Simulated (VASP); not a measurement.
# SnSe (Cm) in VASP: a series of runs

SnSe is run at these levels: LDA; tasks: single point.

Program: VASP 6.6.1. These are calculated values, not measurements. Logs are shortened: lines on timing, memory, paths and dates and some standing lists are left out, and cuts for length are marked.

**1. The cell of the first run**

It takes space group Cm (No. 8, monoclinic). Conventional cell: a = 7.373 Å, b = 4.257 Å, c = 4.257 Å, α = 90.00°, β = 125.26°, γ = 90.00°. Sn (site symmetry m) has 6 Se at 2.82 to 3.22 Å within 3.7 Å. Within 3.7 Å of Se (site symmetry m) lie 6 Sn at 2.82 to 3.22 Å.

**2. Single point, LDA (atom 1 (Sn) moved by (-0.200, -0.200) A along [1 1 0] and z)**

INCAR

```
SYSTEM = SnSe
PREC = Accurate
ENCUT = 520
EDIFF = 1E-6
ISMEAR = 0
SIGMA = 0.05
LREAL = .False.
LASPH = .True.
NELM = 60
ALGO = Normal
ISIF = 2
LWAVE = .False.
LCHARG = .False.
NBANDS = 17
```

KPOINTS

```
Automatic mesh
0
Gamma
  8 8 8
  0 0 0
```

POSCAR

```
SnSe
1.0
    0.0000000000      3.0100000000      3.0100000000
    3.0100000000      0.0000000000      3.0100000000
    3.0100000000      3.0100000000      0.0000000000
Sn Se
1 1
Direct
   -0.0332225914     -0.0332225914     -0.0137612479
    0.5000000000      0.5000000000      0.5000000000
```

Potentials or basis: VASP PAW LDA potentials, release 64 (Sn_d, Se).

Launch:

```
> cat potpaw_LDA.64/Sn_d/POTCAR potpaw_LDA.64/Se/POTCAR > POTCAR
> mpirun -np 1 vasp_std > vasp.out
```

OUTCAR:

```text
SYSTEM = SnSe
   PREC = Accurate
   ENCUT = 520
   EDIFF = 1E-6
   ISMEAR = 0
   LREAL = .False.
   LASPH = .True.
   NELM = 60
   ISIF = 2

 ion  position               nearest neighbor table
   1  0.967  0.967  0.986-   2 2.82   2 2.88   2 2.88   2 3.16   2 3.16   2 3.22
   2  0.500  0.500  0.500-   1 2.82   1 2.88   1 2.88   1 3.16   1 3.16   1 3.22

  LATTYP: Found a face centered cubic cell.
 ALAT       =     6.0200000000

  Lattice vectors:

 A1 = (   0.0000000000,   3.0100000000,   3.0100000000)
 A2 = (   3.0100000000,   0.0000000000,   3.0100000000)
 A3 = (   3.0100000000,   3.0100000000,   0.0000000000)

Analysis of symmetry for initial positions (statically):
=====================================================================
 Subroutine PRICEL returns:
 Original cell was already a primitive cell.

 Routine SETGRP: Setting up the symmetry group for a
 face centered cubic supercell.

 Subroutine GETGRP returns: Found  2 space group operations
 (whereof  2 operations were pure point group operations)
 out of a pool of 48 trial point group operations.

The static configuration has the point symmetry C_1h.

Analysis of symmetry for dynamics (positions and initial velocities):
=====================================================================
 Subroutine PRICEL returns:
 Original cell was already a primitive cell.

 Routine SETGRP: Setting up the symmetry group for a
 face centered cubic supercell.

 Subroutine GETGRP returns: Found  2 space group operations
 (whereof  2 operations were pure point group operations)
 out of a pool of 48 trial point group operations.

The dynamic configuration has the point symmetry C_1h.

 Subroutine INISYM returns: Found  2 space group operations
 (whereof  2 operations are pure point group operations),
 and found     1 'primitive' translations

----------------------------------------------------------------------------------------

                                     Primitive cell

  volume of cell :      54.5418

  direct lattice vectors                    reciprocal lattice vectors
     0.000000000  3.010000000  3.010000000    -0.166112957  0.166112957  0.166112957
     3.010000000  0.000000000  3.010000000     0.166112957 -0.166112957  0.166112957
     3.010000000  3.010000000  0.000000000     0.166112957  0.166112957 -0.166112957

  length of vectors
     4.256782823  4.256782823  4.256782823     0.287716081  0.287716081  0.287716081

  position of ions in fractional coordinates (direct lattice)
     0.966777409  0.966777409  0.986238752
     0.500000000  0.500000000  0.500000000

  ion indices of the primitive-cell ions
   primitive index   ion index
                 1           1
                 2           2

----------------------------------------------------------------------------------------

 KPOINTS: Automatic mesh

Automatic generation of k-mesh.
 Grid dimensions read from file:
 generate k-points for:    8    8    8

 Generating k-lattice:

  Cartesian coordinates                     Fractional coordinates (reciprocal lattice)
    -0.020764120  0.020764120  0.020764120     0.125000000  0.000000000  0.000000000
     0.020764120 -0.020764120  0.020764120     0.000000000  0.125000000  0.000000000
     0.020764120  0.020764120 -0.020764120     0.000000000  0.000000000  0.125000000

  Length of vectors
     0.035964510  0.035964510  0.035964510

  Shift w.r.t. Gamma in fractional coordinates (k-lattice)
     0.000000000  0.000000000  0.000000000

 Subroutine IBZKPT returns following result:
 ===========================================

 Found    150 irreducible k-points:

 Following reciprocal coordinates:
            Coordinates               Weight
  0.000000  0.000000  0.000000      1.000000
  0.125000  0.000000  0.000000      4.000000
  0.000000  0.000000  0.125000      2.000000
  0.125000  0.125000  0.125000      2.000000
  0.250000  0.000000  0.000000      4.000000
  0.000000  0.000000  0.250000      2.000000
[... 16 lines left out ...]
  0.375000  0.125000  0.000000      4.000000
  0.000000  0.375000  0.125000      4.000000
 [... further k-points ...]
   k-points           NKPTS =    150   k-points in BZ     NKDIM =    150   number of bands    NBANDS=     17
   number of dos      NEDOS =    301   number of ions     NIONS =      2
   total plane-waves  NPLWV =  32768
   dimension x,y,z NGX =    32 NGY =   32 NGZ =   32
   dimension x,y,z NGXF=    64 NGYF=   64 NGZF=   64
   ions per type =               1   1
   NGX,Y,Z   is equivalent  to a cutoff of  12.50, 12.50, 12.50 a.u.
   NGXF,Y,Z  is equivalent  to a cutoff of  24.99, 24.99, 24.99 a.u.
 SYSTEM =  SnSe
   PREC   = accura    normal or accurate (medium, high low for compatibility)
   ISTART =      0    job   : 0-new  1-cont  2-samecut
   ICHARG =      2    charge: 1-file 2-atom 10-const
   ISPIN  =      1    spin polarized calculation?
   LNONCOLLINEAR =      F non collinear calculations
   LSORBIT =      F    spin-orbit coupling
   LASPH  =      T    aspherical Exc in radial PAW
   ENCUT  =  520.0 eV  38.22 Ry    6.18 a.u.   7.91  7.91  7.91*2*pi/ulx,y,z
   NELM   =     60;   NELMIN=  2; NELMDL= -5     # of ELM steps
   EDIFF  = 0.1E-05   stopping-criterion for ELM
   LREAL  =      F    real-space projection
   EDIFFG = 0.1E-04   stopping-criterion for IOM
   NSW    =      0    number of steps for IOM
   IBRION =     -1    ionic relax: 0-MD 1-quasi-New 2-CG
   NFREE  =      0    steps in history (QN), initial steepest desc. (CG)
   ISIF   =      2    stress and relaxation
   ISYM   =      2    0-nonsym 1-usesym 2-fastsym
   POTIM  = 0.5000    time-step for ionic-motion
   TEBEG  =    0.0;   TEEND  =   0.0 temperature during run
   PSTRESS=    0.0 pullay stress
   NELECT =      20.0000    total number of electrons
   NUPDOWN=      -1.0000    fix difference up-down
   EMIN   =  10.00;   EMAX   =-10.00  energy-range for DOS
   EFERMI =   0.00;   METHOD = LEGACY
   ISMEAR =     0;   SIGMA  =   0.05  broadening in eV -4-tet -1-fermi 0-gaus
   EFERMI_NEDOS =   21; number of points for ismear=-14 and -15
   IALGO  =     38    algorithm
   IMIX   =      4    mixing-type and parameters
     AMIX     =   0.40;   BMIX     =  1.00
     AMIX_MAG =   1.60;   BMIX_MAG =  1.00
  volume/ion in A,a.u.               =      27.27       184.03
  Fermi-wavevector in a.u.,A,eV,Ry     =   1.171768  2.214321 18.681350  1.373040
  Thomas-Fermi vector in A             =   2.308207
   LORBIT       =      0    0 simple, 1 ext, 2 COOP (PROOUT), +10 PAW based schemes
   GGA     = CA    functional components
   LHFCALC =     F    Hartree Fock is set to
   AEXX    =    0.0000 exact exchange contribution
   IVDW    =     0    specifies the selected vdW correction
   LEPSILON=     F    determine dielectric tensor
   LRPA    =     F    only Hartree local field effects (RPA)
 non-spin polarized calculation
 Gauss-broadening in eV      SIGMA  =   0.05
  energy-cutoff  :      520.00
  volume of cell :       54.54
 maximum number of plane-waves:      1480
   NGX = 15   NGY = 15   NGZ = 15

 number of electron      20.0000005 magnetization

 Free energy of the ion-electron system (eV)
  ---------------------------------------------------
  ext. energy  EPLUGINS =         0.00000000
  ---------------------------------------------------
  free energy    TOTEN  =        -9.46626308 eV

  energy without entropy =       -9.46626308  energy(sigma->0) =       -9.46626308

 E-fermi :   5.6086     XC(G=0):  -9.8681

 val. band max:        5.3978080807   @ k =   0.0000   0.0000   0.5000
 cond. band min:       5.9262354402   @ k =   0.0000   0.0000   0.5000
 fundamental gap:      0.5284273595
 Fermi energy:         5.6086132351

 k-point     1 :       0.0000    0.0000    0.0000
  band No.  band energies     occupation
      1     -16.0250      2.00000
      2     -16.0235      2.00000
      3     -16.0194      2.00000
      4     -16.0165      2.00000
      5     -16.0162      2.00000
      6      -8.5372      2.00000
[... 9 lines left out ...]
     16      11.9322      0.00000
     17      13.4798      0.00000

 k-point     2 :       0.1250    0.0000    0.0000
  band No.  band energies     occupation
      1     -16.0260      2.00000
      2     -16.0237      2.00000
      3     -16.0187      2.00000
      4     -16.0157      2.00000
      5     -16.0146      2.00000
      6      -8.4267      2.00000
[... 9 lines left out ...]
     16      11.9500      0.00000
     17      14.5377      0.00000

 k-point     3 :       0.0000    0.0000    0.1250
  band No.  band energies     occupation
      1     -16.0251      2.00000
      2     -16.0249      2.00000
      3     -16.0180      2.00000
      4     -16.0154      2.00000
      5     -16.0153      2.00000
      6      -8.4257      2.00000
[... 9 lines left out ...]
     16      11.9321      0.00000
     17      14.5341      0.00000

 k-point     4 :       0.1250    0.1250    0.1250
  band No.  band energies     occupation
      1     -16.0260      2.00000
      2     -16.0246      2.00000
      3     -16.0183      2.00000
      4     -16.0151      2.00000
      5     -16.0146      2.00000
      6      -8.4323      2.00000
[... 9 lines left out ...]
     16      11.7974      0.00000
     17      14.7222      0.00000
[... 343 lines left out ...]
      1     -16.0302      2.00000
      2     -16.0247      2.00000
      3     -16.0202      2.00000
      4     -16.0106      2.00000
      5     -16.0094      2.00000
      6      -8.1672      2.00000
[... 9 lines left out ...]
     16      13.3869      0.00000
     17      15.1654      0.00000

 k-point    23 :       0.3750    0.1250    0.0000
  band No.  band energies     occupation
      1     -16.0336      2.00000
      2     -16.0266      2.00000
      3     -16.0181      2.00000
      4     -16.0085      2.00000
      5     -16.0049      2.00000
      6      -7.8103      2.00000
[... 9 lines left out ...]
     16      14.6459      0.00000
     17      16.7090      0.00000

 k-point    24 :       0.0000    0.3750    0.1250
  band No.  band energies     occupation
      1     -16.0344      2.00000
      2     -16.0259      2.00000
      3     -16.0156      2.00000
      4     -16.0104      2.00000
      5     -16.0054      2.00000
      6      -7.8141      2.00000
[... 9 lines left out ...]
     16      14.6452      0.00000
     17      16.7325      0.00000

 [... further k-points ...]
[... 5 lines left out ...]
  --------------------------------------------------------------------------------------
  -------------------------------------------------------------------------------------
  Total       -0.7824265     -0.7824265     -0.5837832      0.0777759      0.1095591      0.1095592
  in kB      -22.9839488    -22.9839488    -17.1487592      2.2846840      3.2183235      3.2183250
  external PRESSURE =     -21.0388856 kB  Pullay stress =       0.0000000 kB

 VOLUME and BASIS-vectors are now :
 -----------------------------------------------------------------------------
  energy-cutoff  :      520.00
  volume of cell :       54.54
      direct lattice vectors                 reciprocal lattice vectors
     0.000000000  3.010000000  3.010000000    -0.166112957  0.166112957  0.166112957
     3.010000000  0.000000000  3.010000000     0.166112957 -0.166112957  0.166112957
     3.010000000  3.010000000  0.000000000     0.166112957  0.166112957 -0.166112957

 POSITION                                       TOTAL-FORCE (eV/Angst)
 -----------------------------------------------------------------------------------
      5.87858      5.87858      5.82000         0.077039      0.077039      0.129681
      3.01000      3.01000      3.01000        -0.077039     -0.077039     -0.129681
 -----------------------------------------------------------------------------------
    total drift:                               -0.000006     -0.000006      0.000071

  FREE ENERGIE OF THE ION-ELECTRON SYSTEM (eV)
  ---------------------------------------------------
  free  energy   TOTEN  =        -9.4662630769 eV

  energy  without entropy=       -9.4662630769  energy(sigma->0) =       -9.46626308
```

Run time: 2.2 min. Hardware: 1 thread of AMD EPYC 7R13, shared host; peak memory 0.23 GiB.

What came out:

```
Free energy            : -9.4663 eV
Pressure               : -2.1 GPa
Largest force          : 0.169 eV/Å
Band gap on the k mesh : 0.53 eV, direct
```

Forces in eV/Å, atoms in the order of the input:
```
Sn   0.077  0.077  0.130
Se  -0.077 -0.077 -0.130
```

Caveat: the cell differs from its parent crystal (atom 1 (Sn) moved by (-0.200, -0.200) A along [1 1 0] and z); spin-orbit coupling is left out, which moves the levels of the heavy elements.

**3. Single point, LDA (atom 1 (Sn) moved by (-0.200, -0.100) A along [1 1 0] and z)**

INCAR

```
PREC = Accurate
ENCUT = 520
EDIFF = 1E-7
ISMEAR = 0
SIGMA = 0.05
LREAL = False
LASPH = True
NELM = 80
ALGO = Normal
ISIF = 2
LWAVE = False
LCHARG = False
NBANDS = 17
```

KPOINTS

```
Automatic mesh
0
Gamma
  8 8 8
```

Edit POSCAR of step 2 so:

```diff
@@ -8,3 +8,3 @@
 Direct
-   -0.0332225914     -0.0332225914     -0.0137612479
+   -0.0166112957     -0.0166112957     -0.0303725436
     0.5000000000      0.5000000000      0.5000000000
```

Potentials or basis: VASP PAW LDA potentials, release 64 (Sn_d, Se).

Launch:

```
> cat potpaw_LDA.64/Sn_d/POTCAR potpaw_LDA.64/Se/POTCAR > POTCAR
> mpirun -np 1 vasp_std > vasp.out
```

It took 2.6 min on 1 thread of AMD EPYC 7R13, shared host; peak memory 0.23 GiB.

The run converged. Its results:

```yaml
Free_energy: -9.4733 eV
Pressure: -2.6 GPa
Largest_force: 0.073 eV/Å
Band_gap_on_the_k_mesh: 0.59 eV, direct
```

Forces on the atoms (eV/Å):
```
Sn   0.047  0.047  0.029
Se  -0.047 -0.047 -0.029
```

Stress tensor (GPa, compression positive):
```
-2.47  0.27  0.19
 0.27 -2.47  0.19
 0.19  0.19 -2.75
```

Levels at points of the mesh, in eV from the valence-band top:
```
           k point  band 7  band 8  band 9  band 10  band 11  band 12  band 13  band 14
(0.00, 0.00, 0.00)   -5.08   -2.19   -2.15    -2.03     3.89     4.13     4.25     6.00
(0.50, 0.00, 0.00)   -8.06   -2.01   -1.93     0.00     0.59     1.45     1.48     8.13
(0.00, 0.00, 0.50)   -8.04   -2.04   -1.90    -0.07     0.65     1.41     1.47     8.11
(0.50, 0.50, 0.50)   -7.92   -1.97   -1.92    -0.34     0.89     1.29     1.34     8.05
(0.50, 0.50, 0.00)   -6.22   -5.25   -3.63    -3.44     2.77     5.40     5.65     5.95
(0.00, 0.50, 0.50)   -6.33   -5.13   -3.61    -3.47     2.83     5.39     5.58     5.98
```

Caveat: the cell differs from its parent crystal (atom 1 (Sn) moved by (-0.200, -0.100) A along [1 1 0] and z); spin-orbit coupling is left out, which moves the levels of the heavy elements.

**4. Single point, LDA (atom 1 (Sn) moved by (-0.100, -0.100) A along [1 1 0] and z)**

INCAR

```
SYSTEM = SnSe
PREC = Accurate
ENCUT = 520
EDIFF = 1E-6
ISMEAR = 0
SIGMA = 0.05
LREAL = .False.
LASPH = .True.
NELM = 100
ALGO = Normal
ISIF = 2
LWAVE = .False.
LCHARG = .True.
LELF = .True.
LVHAR = .True.
NBANDS = 17
```

KPOINTS

```
Automatic mesh
0
Gamma
  8 8 8
  0 0 0
```

Edit POSCAR of step 3 so:

```diff
@@ -8,3 +8,3 @@
 Direct
-   -0.0166112957     -0.0166112957     -0.0303725436
+   -0.0166112957     -0.0166112957     -0.0068806240
     0.5000000000      0.5000000000      0.5000000000
```

Potentials or basis: VASP PAW LDA potentials, release 64 (Sn_d, Se).

Launch:

```
> cat potpaw_LDA.64/Sn_d/POTCAR potpaw_LDA.64/Se/POTCAR > POTCAR
> mpirun -np 1 vasp_std > vasp.out
```

OUTCAR:

```text
SYSTEM = SnSe
   PREC = Accurate
   ENCUT = 520
   EDIFF = 1E-6
   ISMEAR = 0
   LREAL = .False.
   LASPH = .True.
   NELM = 100
   ISIF = 2

 ion  position               nearest neighbor table
   1  0.983  0.983  0.993-   2 2.91   2 2.94   2 2.94   2 3.08   2 3.08   2 3.11
   2  0.500  0.500  0.500-   1 2.91   1 2.94   1 2.94   1 3.08   1 3.08   1 3.11

  LATTYP: Found a face centered cubic cell.
 ALAT       =     6.0200000000

  Lattice vectors:

 A1 = (   0.0000000000,   3.0100000000,   3.0100000000)
 A2 = (   3.0100000000,   0.0000000000,   3.0100000000)
 A3 = (   3.0100000000,   3.0100000000,   0.0000000000)

[... 664 lines left out ...]

  FORCE on cell =-STRESS in cart. coord.  units (eV):
  Direction    XX          YY          ZZ          XY          YZ          ZX
  --------------------------------------------------------------------------------------
  -------------------------------------------------------------------------------------
  Total       -1.0258917     -1.0258917     -0.9811145      0.0272000      0.0378609      0.0378609
  in kB      -30.1357933    -30.1357933    -28.8204531      0.7990046      1.1121721      1.1121710
  external PRESSURE =     -29.6973465 kB  Pullay stress =       0.0000000 kB

 VOLUME and BASIS-vectors are now :
 -----------------------------------------------------------------------------
  energy-cutoff  :      520.00
  volume of cell :       54.54
      direct lattice vectors                 reciprocal lattice vectors
     0.000000000  3.010000000  3.010000000    -0.166112957  0.166112957  0.166112957
     3.010000000  0.000000000  3.010000000     0.166112957 -0.166112957  0.166112957
     3.010000000  3.010000000  0.000000000     0.166112957  0.166112957 -0.166112957

 POSITION                                       TOTAL-FORCE (eV/Angst)
 -----------------------------------------------------------------------------------
      5.94929      5.94929      5.92000         0.000232      0.000232      0.002307
      3.01000      3.01000      3.01000        -0.000232     -0.000232     -0.002307
 -----------------------------------------------------------------------------------
    total drift:                               -0.000040     -0.000040      0.000129

  FREE ENERGIE OF THE ION-ELECTRON SYSTEM (eV)
  ---------------------------------------------------
  free  energy   TOTEN  =        -9.4759249223 eV

  energy  without entropy=       -9.4759249223  energy(sigma->0) =       -9.47592492
```

OSZICAR:

```text
N       E                     dE             d eps       ncg     rms          rms(c)
DAV:   1     0.131194304727E+03    0.13119E+03   -0.97304E+03  5176   0.149E+03
DAV:   2     0.338546825429E+01   -0.12781E+03   -0.12389E+03  5423   0.346E+02
DAV:   3    -0.932231899522E+01   -0.12708E+02   -0.12618E+02  6206   0.954E+01
DAV:   4    -0.965564533687E+01   -0.33333E+00   -0.33303E+00  6192   0.162E+01
DAV:   5    -0.966500967478E+01   -0.93643E-02   -0.93639E-02  7372   0.269E+00    0.318E+00
DAV:   6    -0.948371429001E+01    0.18130E+00   -0.45260E-01  7545   0.395E+00    0.191E+00
DAV:   7    -0.947757130983E+01    0.61430E-02   -0.65255E-02  6011   0.115E+00    0.918E-01
DAV:   8    -0.947610945852E+01    0.14619E-02   -0.66236E-03  6251   0.665E-01    0.796E-02
DAV:   9    -0.947591832300E+01    0.19114E-03   -0.12478E-03  7271   0.254E-01    0.424E-02
DAV:  10    -0.947592429429E+01   -0.59713E-05   -0.96309E-05  5877   0.560E-02    0.876E-03
DAV:  11    -0.947592492231E+01   -0.62802E-06   -0.54725E-06  6826   0.163E-02
   1 F= -.94759249E+01 E0= -.94759249E+01  d E =-.139230E-13
```

It took 2.5 min on 1 thread of AMD EPYC 7R13, shared host; peak memory 0.23 GiB.

Results:

* Free energy: -9.4759 eV
* Pressure: -3.0 GPa
* Band gap on the k mesh: 0.60 eV, direct

Forces on the atoms (eV/Å):
```
Sn   0.000  0.000  0.002
Se   0.000  0.000 -0.002
```

Caveat: the cell differs from its parent crystal (atom 1 (Sn) moved by (-0.100, -0.100) A along [1 1 0] and z); spin-orbit coupling is left out, which moves the levels of the heavy elements.
